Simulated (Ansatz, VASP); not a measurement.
**LiH: VASP beside Ansatz**

File INCAR:

```
SYSTEM = LiH
PREC = Accurate
ENCUT = 750
EDIFF = 1E-6
ISMEAR = 0
SIGMA = 0.1
LREAL = .False.
LASPH = .True.
NELM = 120
ALGO = Normal
ISIF = 2
LWAVE = .False.
LCHARG = .False.
GGA = CA
NBANDS = 9
GGA_COMPAT = .False.
```

File KPOINTS:

```
regular mesh
0
Gamma
  8 8 8
  0 0 0
```

The input POSCAR:

```
LiH
1.0
    0.0000000000      2.0086193900      2.0086193900
    2.0086193900      0.0000000000      2.0086193900
    2.0086193900      2.0086193900      0.0000000000
Li H
1 1
Direct
    0.0000000000      0.0000000000      0.0000000000
    0.5000000000      0.5000000000      0.5000000000
```

Input for Ansatz:

```yaml
crystal:
  lattice:
    - [0.0, 2.00861939, 2.00861939]
    - [2.00861939, 0.0, 2.00861939]
    - [2.00861939, 2.00861939, 0.0]
  atoms:
    - { symbol: Li, position: [0.0, 0.0, 0.0] }
    - { symbol: H, position: [0.5, 0.5, 0.5] }
basis:
  ecutwfc: 420
kpoints:
  mp_grid: { grid: [8, 8, 8] }
hamiltonian:
  xc: lda
  pseudopotentials: { kind: paw, azcp: { folder: soft_1 } }
scf:
  occupations: { method: gaussian, width: 0.1 }
output:
  forces: true
  stress: true
  eigenvalues: true
```

Alike in both runs: task single point; functional LDA; k mesh 8 × 8 × 8; occupations gaussian, width 0.1 eV; no spin polarisation.

```csv
,VASP,Ansatz
version,VASP 6.6.1,Ansatz 0.2.0
potentials or method,"VASP PAW LDA potentials, release 64 (Li_sv, H), cutoff 750 eV","scalar-relativistic, plane waves, PAW"
valence electrons in the cell,4,4
```

Ansatz gave:

| Quantity | Value |
| --- | --- |
| gap on the k mesh at the Fermi level (eV) | 2.62 |
| least direct gap on the mesh (eV) | 2.62 |
| pressure (GPa) | -2.9 |

Estimate VASP's values.

gap on the k mesh at the Fermi level (eV): 2.62; least direct gap on the mesh (eV): 2.62; pressure (GPa): -3.0.

Ansatz warns that its potentials were made for another functional, while VASP's fit it. LDA's correlation is that of Perdew and Zunger in VASP and of Perdew and Wang (1992) in Ansatz.
